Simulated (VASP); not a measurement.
Ca:

```
Ca
1.0
     0.00000    2.79420    2.79420
     2.79420    0.00000    2.79420
     2.79420    2.79420    0.00000
Ca
1
Direct
  0.00000 0.00000 0.00000
```

| Property | Result |
| --- | --- |
| Program | VASP 6.6.1 |
| Task | relaxation of cell and atoms |
| Functional | PBEsol |
| Potentials or basis | VASP PAW PBE potentials, release 64 (Ca_sv) |
| Cutoff | 600 eV |
| k mesh | 7 × 7 × 7 |
| Occupations | methfessel-paxton, width 0.05 eV |
| Spin | no spin polarisation |

At the start: pressure -1.1 GPa; volume 43.63 Å³/atom.

Task: Where does the relaxation end?

Result: Over 3 steps the energy falls by 9.0 meV/atom and the volume is 41.07 Å³/atom (-5.9 %); space group Fm-3m (No. 225, to 0.05 Å).

The path:
```
step  energy change (eV)  largest force (eV/Å)  pressure (GPa)  volume (Å³)
   1              0.0000                0.0000           -1.07        43.63
   2             -0.0082                0.0000           -0.35        41.81
   3             -0.0090                0.0000           -0.02        41.07
```

Final structure:
```
CELL_PARAMETERS angstrom
0.00000 2.73838 2.73838
2.73838 0.00000 2.73838
2.73838 2.73838 0.00000
ATOMIC_POSITIONS crystal
Ca 0.00000 0.00000 0.00000
```

Caveat: the PAW data sets were made with another functional, which shifts forces and pressure a little.
